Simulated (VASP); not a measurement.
# LiLu12 (a cell with a defect) in VASP: further runs

LiLu12 (a cell with a defect) is run at these levels: PBE; tasks: single point.

Everything below comes from runs of VASP 6.6.1. Logs are shortened: lines on timing, memory, paths and dates and some standing lists are left out, and cuts for length are marked.

## Step 1: The cell of the first run

The cell holds a defect, 13 atoms: a = 7.020 Å, b = 10.530 Å, c = 5.563 Å, α = 90.00°, β = 90.00°, γ = 120.00°.

## Step 2: Single point, PBE

File INCAR:

```
PREC     = Accurate       # precision mode
ENCUT    = 520            # plane-wave cutoff, eV
EDIFF    = 1E-6           # SCF threshold, eV
ISMEAR   = -1             # smearing method
SIGMA    = 0.05           # smearing width, eV
LREAL    = F              # projectors in reciprocal space
LASPH    = T              # aspherical terms in the spheres
NELM     = 60             # most SCF steps
ALGO     = Normal         # electronic algorithm
ISIF     = 2              # what is computed and relaxed
LWAVE    = F              # write WAVECAR
LCHARG   = F              # write CHGCAR
GGA      = PE             # functional
NBANDS   = 164            # bands
KPAR     = 4
```

File KPOINTS:

```
regular mesh
0
Gamma
  3 2 3
```

File POSCAR:

```
LiLu12
1.0
    7.0200000000      0.0000000000      0.0000000000
   -5.2650000000      9.1192480000      0.0000000000
    0.0000000000      0.0000000000      5.5633500000
Lu Li
12 1
Direct
   -0.0166431253     -0.0109393857     -0.0177179798
    0.1635270457      0.2270741246      0.4668179065
    0.0030001681      0.3464368106     -0.0294048552
    0.1699577276      0.5646744423      0.4916019430
    0.0521542240      0.6945915744     -0.0063545534
    0.1763317491      0.8993932335      0.4901612641
    0.5180789122      0.0054437600     -0.0135594761
    0.6704976733      0.2324381559      0.4691562404
    0.4496232206      0.2793789734     -0.0426466647
    0.6702697666      0.5620518110      0.6213056593
    0.4913112971      0.6846761180      0.0050100032
    0.6627004254      0.8881394947      0.4938177939
    0.6635432157      0.5215835873      0.1874341190
```

Potentials or basis: VASP PAW PBE potentials, release 64 (Lu, Li_sv).

Run with:

```
cat potpaw_PBE.64/Lu/POTCAR potpaw_PBE.64/Li_sv/POTCAR > POTCAR
mpirun -np 4 vasp_std > vasp.out
```

OUTCAR:

```text
PREC = Accurate
   ENCUT = 520
   EDIFF = 1E-6
   ISMEAR = -1
   LREAL = F
   LASPH = T
   NELM = 60
   ISIF = 2
   GGA = PE

 ion  position               nearest neighbor table
   1  0.983  0.989  0.982-   9 3.17  11 3.34  12 3.34   7 3.36   5 3.37   6 3.39  12 3.45   2 3.46
                             6 3.46   2 3.60   7 3.67   3 3.70
   2  0.164  0.227  0.467-   9 3.27   9 3.36   3 3.45   1 3.46   3 3.48   8 3.49   6 3.50   8 3.53
                             4 3.54  12 3.55   1 3.60  10 3.65
   3  0.003  0.346  0.971-   4 3.33   8 3.43   8 3.45   2 3.45   2 3.48  11 3.50   7 3.50   5 3.51
                             4 3.52   9 3.54   9 3.58   1 3.70
   4  0.170  0.565  0.492-   3 3.33  11 3.34   5 3.37   5 3.39  12 3.43  11 3.46   6 3.50   8 3.50
                             3 3.52   2 3.54  10 3.57  10 3.60
   5  0.052  0.695  0.994-  13 2.64  10 3.11  11 3.14   7 3.27   6 3.34   1 3.37   4 3.37   6 3.37
                             4 3.39   3 3.51
   6  0.176  0.899  0.490-   5 3.34   5 3.37   1 3.39   7 3.46   1 3.46  12 3.48   7 3.49   8 3.49
                             2 3.50   4 3.50  12 3.55  10 3.63
   7  0.518  0.005  0.986-   9 3.16   5 3.27  11 3.29   1 3.36  12 3.36   8 3.39  12 3.43   6 3.46
                             6 3.49   3 3.50   8 3.55   1 3.67
   8  0.670  0.232  0.469-   9 3.29   7 3.39   9 3.39   3 3.43   3 3.45   2 3.49   6 3.49   4 3.50
                             2 3.53   7 3.55  10 3.57  12 3.60
   9  0.450  0.279  0.957-  13 2.56   7 3.16   1 3.17  10 3.18   2 3.27   8 3.29   2 3.36   8 3.39
                             3 3.54   3 3.58
  10  0.670  0.562  0.621-  13 2.45  11 3.07   5 3.11  13 3.18   9 3.18  12 3.53   4 3.57   8 3.57
                             4 3.60   6 3.63   2 3.65
  11  0.491  0.685  0.005-  13 2.74  10 3.07   5 3.14   7 3.29  12 3.29   1 3.34   4 3.34  12 3.40
                             4 3.46   3 3.50
  12  0.663  0.888  0.494-  11 3.29   1 3.34   7 3.36  11 3.40   7 3.43   4 3.43   1 3.45   6 3.48
                            10 3.53   2 3.55   6 3.55   8 3.60
  13  0.664  0.522  0.187-  10 2.45   9 2.56   5 2.64  11 2.74  10 3.18

  LATTYP: Found a simple monoclinic cell.
 ALAT       =     7.0200000000
 B/A-ratio  =     0.7925000000
 C/A-ratio  =     1.3228757252
 COS(beta)  =    -0.1889822265

  Lattice vectors:

 A1 = (   7.0200000000,   0.0000000000,   0.0000000000)
 A2 = (   0.0000000000,   0.0000000000,   5.5633500000)
 A3 = (  -1.7550000000,  -9.1192480000,   0.0000000000)

Analysis of symmetry for initial positions (statically):
=====================================================================
 Subroutine PRICEL returns:
 Original cell was already a primitive cell.

 Routine SETGRP: Setting up the symmetry group for a
 simple monoclinic supercell.

 Subroutine GETGRP returns: Found  1 space group operations
 (whereof  1 operations were pure point group operations)
 out of a pool of  4 trial point group operations.

The static configuration has the point symmetry C_1 .

Analysis of symmetry for dynamics (positions and initial velocities):
=====================================================================
 Subroutine PRICEL returns:
 Original cell was already a primitive cell.

 Routine SETGRP: Setting up the symmetry group for a
 simple monoclinic supercell.

 Subroutine GETGRP returns: Found  1 space group operations
 (whereof  1 operations were pure point group operations)
 out of a pool of  4 trial point group operations.

The dynamic configuration has the point symmetry C_1 .

 Subroutine INISYM returns: Found  1 space group operations
 (whereof  1 operations are pure point group operations),
 and found     1 'primitive' translations

----------------------------------------------------------------------------------------

                                     Primitive cell

  volume of cell :     356.1496

  direct lattice vectors                    reciprocal lattice vectors
     7.020000000  0.000000000  0.000000000     0.142450142  0.082243624  0.000000000
    -5.265000000  9.119248000  0.000000000     0.000000000  0.109658165  0.000000000
     0.000000000  0.000000000  5.563350000     0.000000000  0.000000000  0.179747814

[... 69 lines left out ...]
|                                                                             |
|     Results are often still useful ...                                      |
|                                                                             |
 -----------------------------------------------------------------------------

 Subroutine IBZKPT returns following result:
 ===========================================

 Found     10 irreducible k-points:

 Following reciprocal coordinates:
            Coordinates               Weight
  0.000000  0.000000  0.000000      1.000000
  0.333333 -0.000000  0.000000      2.000000
  0.000000  0.500000  0.000000      1.000000
  0.333333  0.500000  0.000000      2.000000
[... 20 lines left out ...]
   LSORBIT =      F    spin-orbit coupling
   LASPH  =      T    aspherical Exc in radial PAW
   ENCUT  =  520.0 eV  38.22 Ry    6.18 a.u.  13.05 19.58 10.34*2*pi/ulx,y,z
   NELM   =     60;   NELMIN=  2; NELMDL= -5     # of ELM steps
   EDIFF  = 0.1E-05   stopping-criterion for ELM
   LREAL  =      F    real-space projection
   EDIFFG = 0.1E-04   stopping-criterion for IOM
   NSW    =      0    number of steps for IOM
   IBRION =     -1    ionic relax: 0-MD 1-quasi-New 2-CG
   NFREE  =      0    steps in history (QN), initial steepest desc. (CG)
   ISIF   =      2    stress and relaxation
   ISYM   =      2    0-nonsym 1-usesym 2-fastsym
   POTIM  = 0.5000    time-step for ionic-motion
   TEBEG  =    0.0;   TEEND  =   0.0 temperature during run
   PSTRESS=    0.0 pullay stress
   NELECT =     303.0000    total number of electrons
   NUPDOWN=      -1.0000    fix difference up-down
   EMIN   =  10.00;   EMAX   =-10.00  energy-range for DOS
   EFERMI =   0.00;   METHOD = LEGACY
   ISMEAR =    -1;   SIGMA  =   0.05  broadening in eV -4-tet -1-fermi 0-gaus
   EFERMI_NEDOS =   21; number of points for ismear=-14 and -15
   IALGO  =     38    algorithm
   IMIX   =      4    mixing-type and parameters
     AMIX     =   0.40;   BMIX     =  1.00
     AMIX_MAG =   1.60;   BMIX_MAG =  1.00
  volume/ion in A,a.u.               =      27.40       184.88
  Fermi-wavevector in a.u.,A,eV,Ry     =   1.551237  2.931413 32.740199  2.406337
  Thomas-Fermi vector in A             =   2.655785
   LORBIT       =      0    0 simple, 1 ext, 2 COOP (PROOUT), +10 PAW based schemes
   GGA     = PE    functional components
   LHFCALC =     F    Hartree Fock is set to
   AEXX    =    0.0000 exact exchange contribution
   IVDW    =     0    specifies the selected vdW correction
   LEPSILON=     F    determine dielectric tensor
   LRPA    =     F    only Hartree local field effects (RPA)
 non-spin polarized calculation
  energy-cutoff  :      520.00
  volume of cell :      356.15
 maximum number of plane-waves:      9605
 NGX is ok and might be reduce to    54
   NGX = 27   NGY = 39   NGZ = 21

 number of electron     303.0000034 magnetization

 Free energy of the ion-electron system (eV)
  ---------------------------------------------------
  ext. energy  EPLUGINS =         0.00000000
  ---------------------------------------------------
  free energy    TOTEN  =       -54.16606440 eV

  energy without entropy =      -54.00747540  energy(sigma->0) =      -54.08676990

 E-fermi :   2.2326     XC(G=0): -10.6482

 val. band max:        2.2230662133   @ k =  -0.3333   0.5000   0.3333
 cond. band min:       2.2446297017   @ k =   0.0000   0.5000   0.0000
 fundamental gap:      0.0215634884
 Fermi energy:         2.2325628544

 k-point     1 :       0.0000    0.0000    0.0000
  band No.  band energies     occupation
      1     -54.0064      2.00000
      2     -54.0007      2.00000
      3     -53.9810      2.00000
      4     -53.9570      2.00000
      5     -53.9176      2.00000
      6     -53.9028      2.00000
[... 1649 lines left out ...]
    162       3.4693      0.00000
    163       3.5465      0.00000
 [bands above 163 left out]

------------------------ aborting loop because EDIFF is reached ----------------------------------------

  FORCE on cell =-STRESS in cart. coord.  units (eV):
  Direction    XX          YY          ZZ          XY          YZ          ZX
  --------------------------------------------------------------------------------------
  -------------------------------------------------------------------------------------
  Total        1.9609937      3.5908564      5.8058057      0.5858006      1.0834982     -0.3875690
  in kB        8.8217401     16.1538519     26.1180387      2.6352867      4.8742326     -1.7435206
  external PRESSURE =      17.0312102 kB  Pullay stress =       0.0000000 kB

 VOLUME and BASIS-vectors are now :
 -----------------------------------------------------------------------------
  energy-cutoff  :      520.00
  volume of cell :      356.15
      direct lattice vectors                 reciprocal lattice vectors
     7.020000000  0.000000000  0.000000000     0.142450142  0.082243624  0.000000000
    -5.265000000  9.119248000  0.000000000     0.000000000  0.109658165  0.000000000
     0.000000000  0.000000000  5.563350000     0.000000000  0.000000000  0.179747814

 POSITION                                       TOTAL-FORCE (eV/Angst)
 -----------------------------------------------------------------------------------
      1.69576      9.01949      5.46478        -0.008481     -0.005326     -0.000507
     -0.04759      2.07075      2.59707        -0.003890      0.003211      0.004209
     -1.80293      3.15924      5.39976         0.002071     -0.001777      0.005910
     -1.77991      5.14941      2.73495        -0.000073     -0.008114     -0.005105
     -3.29090      6.33415      5.52800        -0.011282     -0.002959      0.009262
     -3.49746      8.20179      2.72694        -0.002313     -0.002259     -0.003330
      3.60825      0.04964      5.48791         0.005559      0.009882     -0.002434
      3.48311      2.11966      2.61008         0.007408      0.002809     -0.001847
      1.68542      2.54773      5.32609        -0.001322     -0.001703      0.008429
      1.74609      5.12549      3.45654        -0.001379     -0.002766     -0.010107
     -0.15581      6.24373      0.02787         0.008371      0.000248      0.008718
     -0.02390      8.09916      2.74728         0.006549      0.001608     -0.001204
      1.91194      4.75645      1.04276        -0.001217      0.007146     -0.011995
 -----------------------------------------------------------------------------------
    total drift:                                0.000802     -0.000763      0.000543

  FREE ENERGIE OF THE ION-ELECTRON SYSTEM (eV)
  ---------------------------------------------------
  free  energy   TOTEN  =       -54.1660644013 eV

  energy  without entropy=      -54.0074754033  energy(sigma->0) =      -54.08676990
```

It took 13 min on 4 MPI ranks of Intel Xeon Platinum 8259CL at 2.50GHz (Skylake/Cascade Lake), shared host; peak memory 0.7 GiB.

Results:

| Quantity | Value |
| --- | --- |
| Free energy | -54.1661 eV |
| Largest force | 0.015 eV/Å |
| Band gap on the k mesh | zero (an odd number of electrons rules out a gap without spin polarisation) |

Forces on the atoms (eV/Å):
```
Lu  -0.008 -0.005 -0.001
Lu  -0.004  0.003  0.004
Lu   0.002 -0.002  0.006
Lu   0.000 -0.008 -0.005
Lu  -0.011 -0.003  0.009
Lu  -0.002 -0.002 -0.003
Lu   0.006  0.010 -0.002
Lu   0.007  0.003 -0.002
Lu  -0.001 -0.002  0.008
Lu  -0.001 -0.003 -0.010
Lu   0.008  0.000  0.009
Lu   0.007  0.002 -0.001
Li  -0.001  0.007 -0.012
```

Levels at points of the mesh, in eV from the Fermi level:
```tsv
k point	band 149	band 150	band 151	band 152	band 153	band 154
(0.00, 0.00, 0.00)	-0.48	-0.45	-0.25	-0.21	-0.18	-0.09
(0.00, 0.50, 0.00)	-0.48	-0.45	-0.30	-0.20	-0.16	0.01
```

Caveat: the k points lie up to 0.38 Å⁻¹ apart, too coarse for converged energies and pressures of a metal; the cutoff is under 1.25 times the usual one of these potentials, so pressure, stress and relaxed cells hold a basis-set (Pulay) error; spin-orbit coupling is left out, which moves the levels of the heavy elements.

## Step 3: Single point, PBE

File INCAR:

```
SYSTEM = LiLu12
PREC = Accurate
ENCUT = 520
EDIFF = 1E-6
ISMEAR = -1
SIGMA = 0.05
LREAL = .False.
LASPH = .True.
NELM = 60
ALGO = Normal
ISIF = 2
LWAVE = .False.
LCHARG = .False.
GGA = PE
NBANDS = 164
KPAR = 4
```

File KPOINTS:

```
regular mesh
0
Gamma
  3 2 3
  0 0 0
```

File POSCAR:

```
LiLu12
1.0
    7.0200000000      0.0000000000      0.0000000000
   -5.2650000000      9.1192480000      0.0000000000
    0.0000000000      0.0000000000      5.5633500000
Lu Li
12 1
Direct
   -0.0429462850     -0.0163500324     -0.0153864129
    0.1747258783      0.2080105728      0.4418920255
    0.0102750900      0.3585054382     -0.0189633944
    0.1472815585      0.5423583173      0.5104837912
    0.0451496928      0.6982812618     -0.0021030494
    0.1967850782      0.9084959637      0.4928145811
    0.5335576085      0.0191024523     -0.0072618117
    0.6815318183      0.2536283694      0.4745522033
    0.4625859966      0.2843216897     -0.0706229160
    0.6429594455      0.5386847687      0.6071881151
    0.5120534533      0.7000028950      0.0325882786
    0.6456135551      0.8776271903      0.4803221081
    0.6254527504      0.5088467821      0.1561469259
```

Potentials or basis: VASP PAW PBE potentials, release 64 (Lu, Li_sv).

Run with:

```
cat potpaw_PBE.64/Lu/POTCAR potpaw_PBE.64/Li_sv/POTCAR > POTCAR
mpirun -np 4 vasp_std > vasp.out
```

Run time: 12 min. Hardware: 4 MPI ranks of Intel Xeon Platinum 8259CL at 2.50GHz (Skylake/Cascade Lake), shared host; peak memory 0.69 GiB.

Results (log left out):

| Item | Value |
| --- | --- |
| Free energy | -53.0106 eV |
| Largest force | 1.729 eV/Å |
| Band gap on the k mesh | zero (an odd number of electrons rules out a gap without spin polarisation) |

Forces in eV/Å, atoms in the order of the input:
```
Lu   1.105  0.705 -0.422
Lu  -0.869  0.545  0.271
Lu   0.329 -0.405  0.150
Lu   0.378  1.194 -0.466
Lu   0.170 -0.241  0.109
Lu  -0.389 -0.440  0.079
Lu  -0.336 -0.237 -0.064
Lu   0.617 -1.099 -0.599
Lu  -0.468 -1.158  0.574
Lu  -0.247  1.393 -0.232
Lu  -0.966 -0.963 -1.062
Lu   0.419  0.491  1.010
Li   0.256  0.214  0.651
```

Levels at points of the mesh, in eV from the Fermi level:
| k point | band 149 | band 150 | band 151 | band 152 | band 153 | band 154 |
| --- | --- | --- | --- | --- | --- | --- |
| (0.00, 0.00, 0.00) | -0.52 | -0.39 | -0.24 | -0.19 | -0.10 | -0.07 |
| (0.00, 0.50, 0.00) | -0.47 | -0.41 | -0.28 | -0.24 | -0.16 | 0.10 |

Caveat: the k points lie up to 0.38 Å⁻¹ apart, too coarse for converged energies and pressures of a metal; the cutoff is under 1.25 times the usual one of these potentials, so pressure, stress and relaxed cells hold a basis-set (Pulay) error; the atoms stand as in a frame of molecular dynamics; spin-orbit coupling is left out, which moves the levels of the heavy elements.

## Step 4: Single point, PBE

File INCAR:

```
PREC     = Accurate       # precision mode
ENCUT    = 520            # plane-wave cutoff, eV
EDIFF    = 1E-6           # SCF threshold, eV
ISMEAR   = -1             # smearing method
SIGMA    = 0.05           # smearing width, eV
LREAL    = False          # projectors in reciprocal space
LASPH    = True           # aspherical terms in the spheres
NELM     = 100            # most SCF steps
ALGO     = Normal         # electronic algorithm
ISIF     = 2              # what is computed and relaxed
LWAVE    = False          # write WAVECAR
LCHARG   = False          # write CHGCAR
GGA      = PE             # functional
NBANDS   = 164            # bands
KPAR     = 4
```

File KPOINTS:

```
regular mesh
0
Gamma
  3 2 3
```

File POSCAR:

```
LiLu12
1.0
    7.0200000000      0.0000000000      0.0000000000
   -5.2650000000      9.1192480000      0.0000000000
    0.0000000000      0.0000000000      5.5633500000
Lu Li
12 1
Direct
   -0.0404826462     -0.0167119043     -0.0204193516
    0.1886436584      0.2107081637      0.4403821439
    0.0254067845      0.3539326927     -0.0170041432
    0.1395501321      0.5409766244      0.5028265344
    0.0462848441      0.6971737143      0.0007549408
    0.1948705308      0.9051075264      0.4827307288
    0.5420484192      0.0313732009      0.0082504247
    0.6764576832      0.2543082500      0.4738691616
    0.4506253919      0.2749459166     -0.0711981091
    0.6300316684      0.5408779320      0.6156362623
    0.5125320907      0.7045537088      0.0446853065
    0.6409997414      0.8765086770      0.4760441101
    0.6525571868      0.5197248721      0.1918807912
```

Run with:

```
cat potpaw_PBE.64/Lu/POTCAR potpaw_PBE.64/Li_sv/POTCAR > POTCAR
mpirun -np 4 vasp_std > vasp.out
```

It took 11 min on 4 MPI ranks of Intel Xeon Platinum 8259CL at 2.50GHz (Skylake/Cascade Lake), shared host; peak memory 0.69 GiB.

The run converged. Its results:

```yaml
Free_energy: -52.8255 eV
Largest_force: 2.012 eV/Å
Band_gap_on_the_k_mesh: zero (an odd number of electrons rules out a gap without spin polarisation)
```

Forces in eV/Å, atoms in the order of the input:
```
Lu   0.884  0.662 -0.333
Lu  -1.261  0.222  0.129
Lu   0.029 -0.141 -0.045
Lu   0.385  1.176 -0.200
Lu   0.301 -0.078 -0.276
Lu  -0.422 -0.351  0.442
Lu  -0.029 -1.017 -0.428
Lu   0.896 -0.944 -0.347
Lu  -0.364  0.135  0.838
Lu  -0.186  1.183  0.556
Lu  -0.813 -1.275 -1.327
Lu   0.486  0.778  1.482
Li   0.093 -0.351 -0.490
```

Levels at points of the mesh, in eV from the Fermi level:
```tsv
k point	band 149	band 150	band 151	band 152	band 153	band 154
(0.00, 0.00, 0.00)	-0.48	-0.31	-0.25	-0.16	-0.07	0.00
(0.00, 0.50, 0.00)	-0.43	-0.37	-0.27	-0.25	-0.12	0.14
```

Caveat: the k points lie up to 0.38 Å⁻¹ apart, too coarse for converged energies and pressures of a metal; the cutoff is under 1.25 times the usual one of these potentials, so pressure, stress and relaxed cells hold a basis-set (Pulay) error; the atoms stand as in a frame of molecular dynamics; spin-orbit coupling is left out, which moves the levels of the heavy elements.

## Step 5: The runs side by side

```tsv
cell	gap on the mesh (eV)	largest force (eV/Å)
as given, atomic positions A	none	0.01
as given, atomic positions B	none	1.73
as given, atomic positions C	none	2.01
```

Alike in all rows: task single point; level PBE; potentials or basis VASP PAW PBE potentials, release 64 (Lu, Li_sv); no spin polarisation; k mesh 3 × 2 × 3; cutoff (eV) 520; smearing fermi-dirac 0.05 eV.

Caveats: all runs use coarse meshes; the cutoff is under 1.25 times the usual one of these potentials, so pressure, stress and relaxed cells hold a basis-set (Pulay) error; spin-orbit coupling is left out, which moves the levels of the heavy elements; the atoms stand as in a frame of molecular dynamics (at least some runs).

Total energies depend on the potentials used, so only differences within one code and one set of settings carry meaning.

The gap in the log of VASP goes by the Fermi energy; the results here count the filled bands.